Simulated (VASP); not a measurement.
Runs of VASP 6.6.1 on Cl. The structure is that of space group Immm (No. 71), or close to it. The cells are those of the table. 

```tsv
cell	k mesh	gap on the mesh (eV)	pressure (GPa)
a = 3.858, b = 3.858, c = 2.488 Å, angles 109.3, 109.3, 107.1°, 1 atom	6 × 6 × 8	none	-5.7
a = 3.679, b = 3.679, c = 2.326 Å, angles 108.2, 108.2, 112.0°, 1 atom	6 × 6 × 10	none	-1.3
a = 3.679, b = 3.679, c = 2.326 Å, angles 108.2, 108.2, 112.0°, 1 atom	14 × 14 × 22	none	(a)
a = 3.858, b = 3.858, c = 2.488 Å, angles 109.3, 109.3, 107.1°, 1 atom	14 × 14 × 20	none	-5.1
```

Alike in all rows: task single point; level PBEsol; potentials or basis VASP PAW PBE potentials, release 64 (Cl); no spin polarisation; cutoff (eV) 520; smearing gaussian 0.1 eV.

Task: Fill in the values left out.

Result: (a) -2.1.

Caveats: some runs use coarse meshes; the PAW data sets were made with another functional, which shifts forces and pressure a little; an odd number of electrons without spin polarisation forces a metal; a magnetic or distorted state may lie lower; the stress differs along the axes, from -5 to 1 GPa (at least some runs); the stress differs along the axes, from -10 to 0 GPa (at least some runs).

A gap of «none» marks levels without a gap at the run's occupations.
